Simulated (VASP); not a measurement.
# Be (Im-3m) in VASP: notebook

Runs on Be. Level: PBEsol. Tasks: relaxation of cell and atoms.

Program: VASP 6.6.1. These are calculated values, not measurements. Logs are shortened: lines on timing, memory, paths and dates and some standing lists are left out, and cuts for length are marked.

## 1. The cell of the first run

Symmetry: Im-3m, No. 229, cubic system. The conventional cell has a = 2.218 Å, b = 2.218 Å, c = 2.218 Å, α = 90.00°, β = 90.00°, γ = 90.00°. Be (site symmetry m-3m) has 14 Be at 1.92 to 2.22 Å within 2.5 Å.

This isn't the form of Be at room conditions, which is hcp.

## 2. Relaxation of cell and atoms, PBEsol, target pressure 80 GPa, at which the enthalpy is minimised

INCAR reads:

```
PREC = Accurate
ENCUT = 600
EDIFF = 1E-7
ISMEAR = -1
SIGMA = 0.1
LREAL = False
LASPH = True
NELM = 100
ALGO = Normal
ISIF = 3
LWAVE = False
LCHARG = False
GGA = PS
IBRION = 2
NSW = 60
EDIFFG = -0.005
PSTRESS = 800.0
```

KPOINTS reads:

```
regular mesh
0
Gamma
  24 24 24
```

POSCAR reads:

```
Be
1.0
   -1.1089328202      1.1089328202      1.1089328202
    1.1089328202     -1.1089328202      1.1089328202
    1.1089328202      1.1089328202     -1.1089328202
Be
1
Direct
    0.0000000000      0.0000000000      0.0000000000
```

Potentials or basis: VASP PAW PBE potentials, release 64 (Be).

Run with:

```bash
$ cat potpaw_PBE.64/Be/POTCAR > POTCAR
$ mpirun -np 1 vasp_std > vasp.out
```

OUTCAR:

```text
PREC = Accurate
   ENCUT = 600
   EDIFF = 1E-7
   ISMEAR = -1
   LREAL = False
   LASPH = True
   NELM = 100
   ISIF = 3
   GGA = PS
   IBRION = 2
   NSW = 60
   EDIFFG = -0.005
   PSTRESS = 800.0

 ion  position               nearest neighbor table
   1  0.000  0.000  0.000-

  LATTYP: Found a body centered cubic cell.
 ALAT       =     2.2178656404

  Lattice vectors:

 A1 = (  -1.1089328202,   1.1089328202,   1.1089328202)
 A2 = (   1.1089328202,  -1.1089328202,   1.1089328202)
 A3 = (   1.1089328202,   1.1089328202,  -1.1089328202)

Analysis of symmetry for initial positions (statically):
=====================================================================
 Subroutine PRICEL returns:
 Original cell was already a primitive cell.

 Routine SETGRP: Setting up the symmetry group for a
 body centered cubic supercell.

 Subroutine GETGRP returns: Found 48 space group operations
 (whereof 48 operations were pure point group operations)
 out of a pool of 48 trial point group operations.

The static configuration has the point symmetry O_h .

Analysis of symmetry for dynamics (positions and initial velocities):
=====================================================================
 Subroutine PRICEL returns:
 Original cell was already a primitive cell.

 Routine SETGRP: Setting up the symmetry group for a
 body centered cubic supercell.

 Subroutine GETGRP returns: Found 48 space group operations
 (whereof 48 operations were pure point group operations)
 out of a pool of 48 trial point group operations.

The dynamic configuration has the point symmetry O_h .

 Subroutine INISYM returns: Found 48 space group operations
 (whereof 48 operations are pure point group operations),
 and found     1 'primitive' translations

----------------------------------------------------------------------------------------

                                     Primitive cell

  volume of cell :       5.4548

  direct lattice vectors                    reciprocal lattice vectors
    -1.108932820  1.108932820  1.108932820     0.000000000  0.450883941  0.450883941
     1.108932820 -1.108932820  1.108932820     0.450883941  0.000000000  0.450883941
     1.108932820  1.108932820 -1.108932820     0.450883941  0.450883941  0.000000000

  length of vectors
     1.920727987  1.920727987  1.920727987     0.637646184  0.637646184  0.637646184

  position of ions in fractional coordinates (direct lattice)
     0.000000000  0.000000000  0.000000000

  ion indices of the primitive-cell ions
   primitive index   ion index
                 1           1

----------------------------------------------------------------------------------------

 KPOINTS: regular mesh

Automatic generation of k-mesh.
 Grid dimensions read from file:
 generate k-points for:   24   24   24

 Generating k-lattice:

  Cartesian coordinates                     Fractional coordinates (reciprocal lattice)
     0.000000000  0.018786831  0.018786831     0.041666667  0.000000000  0.000000000
     0.018786831  0.000000000  0.018786831     0.000000000  0.041666667  0.000000000
     0.018786831  0.018786831  0.000000000     0.000000000  0.000000000  0.041666667

  Length of vectors
     0.026568591  0.026568591  0.026568591

  Shift w.r.t. Gamma in fractional coordinates (k-lattice)
     0.000000000  0.000000000  0.000000000

 Subroutine IBZKPT returns following result:
 ===========================================

 Found    413 irreducible k-points:

 Following reciprocal coordinates:
            Coordinates               Weight
  0.000000  0.000000  0.000000      1.000000
  0.041667  0.000000  0.000000     12.000000
  0.083333  0.000000  0.000000     12.000000
  0.125000  0.000000  0.000000     12.000000
  0.166667  0.000000  0.000000     12.000000
  0.208333  0.000000  0.000000     12.000000
[... 16 lines left out ...]
  0.416667  0.041667  0.000000     48.000000
  0.458333  0.041667  0.000000     48.000000
 [... further k-points ...]
   k-points           NKPTS =    413   k-points in BZ     NKDIM =    413   number of bands    NBANDS=      5
   number of dos      NEDOS =    301   number of ions     NIONS =      1
   total plane-waves  NPLWV =   4096
   dimension x,y,z NGX =    16 NGY =   16 NGZ =   16
   dimension x,y,z NGXF=    32 NGYF=   32 NGZF=   32
   ions per type =               1
   NGX,Y,Z   is equivalent  to a cutoff of  13.85, 13.85, 13.85 a.u.
   NGXF,Y,Z  is equivalent  to a cutoff of  27.70, 27.70, 27.70 a.u.
 SYSTEM =  unknown system
   PREC   = accura    normal or accurate (medium, high low for compatibility)
   ISTART =      0    job   : 0-new  1-cont  2-samecut
   ICHARG =      2    charge: 1-file 2-atom 10-const
   ISPIN  =      1    spin polarized calculation?
   LNONCOLLINEAR =      F non collinear calculations
   LSORBIT =      F    spin-orbit coupling
   LASPH  =      T    aspherical Exc in radial PAW
   ENCUT  =  600.0 eV  44.10 Ry    6.64 a.u.   3.84  3.84  3.84*2*pi/ulx,y,z
   NELM   =    100;   NELMIN=  2; NELMDL= -5     # of ELM steps
   EDIFF  = 0.1E-06   stopping-criterion for ELM
   LREAL  =      F    real-space projection
   EDIFFG = -.5E-02   stopping-criterion for IOM
   NSW    =     60    number of steps for IOM
   IBRION =      2    ionic relax: 0-MD 1-quasi-New 2-CG
   NFREE  =      1    steps in history (QN), initial steepest desc. (CG)
   ISIF   =      3    stress and relaxation
   ISYM   =      2    0-nonsym 1-usesym 2-fastsym
   POTIM  = 0.5000    time-step for ionic-motion
   TEBEG  =    0.0;   TEEND  =   0.0 temperature during run
   PSTRESS=  800.0 pullay stress
   NELECT =       2.0000    total number of electrons
   NUPDOWN=      -1.0000    fix difference up-down
   EMIN   =  10.00;   EMAX   =-10.00  energy-range for DOS
   EFERMI =   0.00;   METHOD = LEGACY
   ISMEAR =    -1;   SIGMA  =   0.10  broadening in eV -4-tet -1-fermi 0-gaus
   EFERMI_NEDOS =   21; number of points for ismear=-14 and -15
   IALGO  =     38    algorithm
   IMIX   =      4    mixing-type and parameters
     AMIX     =   0.40;   BMIX     =  1.00
     AMIX_MAG =   1.60;   BMIX_MAG =  1.00
  volume/ion in A,a.u.               =       5.45        36.81
  Fermi-wavevector in a.u.,A,eV,Ry     =   1.171727  2.214242 18.680024  1.372943
  Thomas-Fermi vector in A             =   2.308166
   LORBIT       =      0    0 simple, 1 ext, 2 COOP (PROOUT), +10 PAW based schemes
   GGA     = PS    functional components
   LHFCALC =     F    Hartree Fock is set to
   AEXX    =    0.0000 exact exchange contribution
   IVDW    =     0    specifies the selected vdW correction
   LEPSILON=     F    determine dielectric tensor
   LRPA    =     F    only Hartree local field effects (RPA)
 conjugate gradient relaxation of ions
 non-spin polarized calculation
  energy-cutoff  :      600.00
  volume of cell :        5.45
 maximum number of plane-waves:       194
   NGX =  7   NGY =  7   NGZ =  7

--------------------------------------- Ionic step        1  -------------------------------------------

 number of electron       2.0000000 magnetization

 Free energy of the ion-electron system (eV)
  ---------------------------------------------------
  ext. energy  EPLUGINS =         0.00000000
  ---------------------------------------------------
  free energy    TOTEN  =        -3.45874600 eV

  energy without entropy =       -3.45538952  energy(sigma->0) =       -3.45706776

------------------------ aborting loop because EDIFF is reached ----------------------------------------

  FORCE on cell =-STRESS in cart. coord.  units (eV):
  Direction    XX          YY          ZZ          XY          YZ          ZX
  --------------------------------------------------------------------------------------
  -------------------------------------------------------------------------------------
  Total        2.7005045      2.7005045      2.7005045     -0.0000000      0.0000000     -0.0000000
  in kB      793.1946556    793.1946556    793.1946556     -0.0000000      0.0000000     -0.0000000
  external PRESSURE =      -6.8053444 kB  Pullay stress =     800.0000000 kB
[... 59 lines left out ...]
  enthalpy is  TOTEN    =        -0.7350830124 eV   P V=        2.7145508973

--------------------------------------- Ionic step        3  -------------------------------------------

 number of electron       2.0000000 magnetization

 Free energy of the ion-electron system (eV)
  ---------------------------------------------------
  ext. energy  EPLUGINS =         0.00000000
  ---------------------------------------------------
  free energy    TOTEN  =        -3.45343394 eV

  energy without entropy =       -3.45008333  energy(sigma->0) =       -3.45175864

 E-fermi :  11.5599     XC(G=0): -11.9069

 val. band max:       11.4867389210   @ k =  -0.3750  -0.4167   0.1667
 cond. band min:      11.5944291142   @ k =  -0.3750  -0.4167   0.1250
 fundamental gap:      0.1076901931
 Fermi energy:        11.5598994054

 k-point     1 :       0.0000    0.0000    0.0000
  band No.  band energies     occupation
      1      -2.9119      2.00000
      2      37.5636      0.00000
      3      37.5636      0.00000
      4      37.5636      0.00000
      5      50.5183      0.00000

 k-point     2 :       0.0417    0.0000    0.0000
  band No.  band energies     occupation
      1      -2.8452      2.00000
      2      37.1454      0.00000
      3      37.1894      0.00000
      4      37.4516      0.00000
      5      49.2943      0.00000
[... 169 lines left out ...]
 k-point    24 :       0.4583    0.0417    0.0000
  band No.  band energies     occupation
      1       4.6133      2.00000
      2      13.4128      0.00000
      3      27.6950      0.00000
      4      31.0365      0.00000
      5      38.2313      0.00000

 [... further k-points ...]

------------------------ aborting loop because EDIFF is reached ----------------------------------------

  FORCE on cell =-STRESS in cart. coord.  units (eV):
  Direction    XX          YY          ZZ          XY          YZ          ZX
  --------------------------------------------------------------------------------------
  -------------------------------------------------------------------------------------
  Total        2.7189157      2.7189157      2.7189157     -0.0000000     -0.0000000      0.0000000
  in kB      800.1697581    800.1697581    800.1697581     -0.0000000     -0.0000000      0.0000000
  external PRESSURE =       0.1697581 kB  Pullay stress =     800.0000000 kB
[... 16 lines left out ...]
  FREE ENERGIE OF THE ION-ELECTRON SYSTEM (eV)
  ---------------------------------------------------
  free  energy   TOTEN  =        -3.4534339429 eV

  energy  without entropy=       -3.4500833272  energy(sigma->0) =       -3.45175864

  enthalpy is  TOTEN    =        -0.7350950255 eV   P V=        2.7183389174

 reached required accuracy - stopping structural energy minimisation
```

Run time: 29 s. Hardware: 1 thread of AMD EPYC 7R13, shared host; peak memory 0.09 GiB.

What came out:

```yaml
Free_energy: -3.4534 eV
Relaxed_volume: 5.44 Å³/atom
Relaxed_cell: a = 1.919 Å, b = 1.919 Å, c = 1.919 Å, α = 109.47°, β = 109.47°, γ = 109.47°
Space_group_after_relaxing_to_0.1_Å: Im-3m (No. 229)
Energy_change_on_relaxing_the_run_minimises_the_enthalpy: +5.3 meV/atom
Ionic_steps: 3
Pressure_after_relaxing: 80.0 GPa
Band_gap_on_the_k_mesh: zero (bands 1 and 2 overlap by 7.18 eV)
```

The path:
```csv
step,energy change (eV),largest force (eV/Å),pressure (GPa),volume (Å³)
1,0.0000,0.0000,79.32,5.45
2,0.0091,0.0000,80.51,5.44
3,0.0053,0.0000,80.02,5.44
```

Final structure:
```
Be
1.0
    -1.10821    1.10821    1.10821
     1.10821   -1.10821    1.10821
     1.10821    1.10821   -1.10821
Be
1
Cartesian
  0.0000 0.0000 0.0000
```

Levels at points of the mesh, in eV from the Fermi level:
| k point | band 1 | band 2 | band 3 | band 4 |
| --- | --- | --- | --- | --- |
| (0.00, 0.00, 0.00) | -14.47 | 26.00 | 26.00 | 26.00 |
| (0.50, 0.00, 0.00) | -6.93 | 1.73 | 16.32 | 20.25 |
| (0.50, 0.50, 0.50) | 5.22 | 5.22 | 5.22 | 11.81 |

Caveat: the cell is relaxed towards a set pressure, so the run minimises the enthalpy, not the energy; the PAW data sets were made with another functional, which shifts forces and pressure a little.

(Continued in part 2 of 2.)
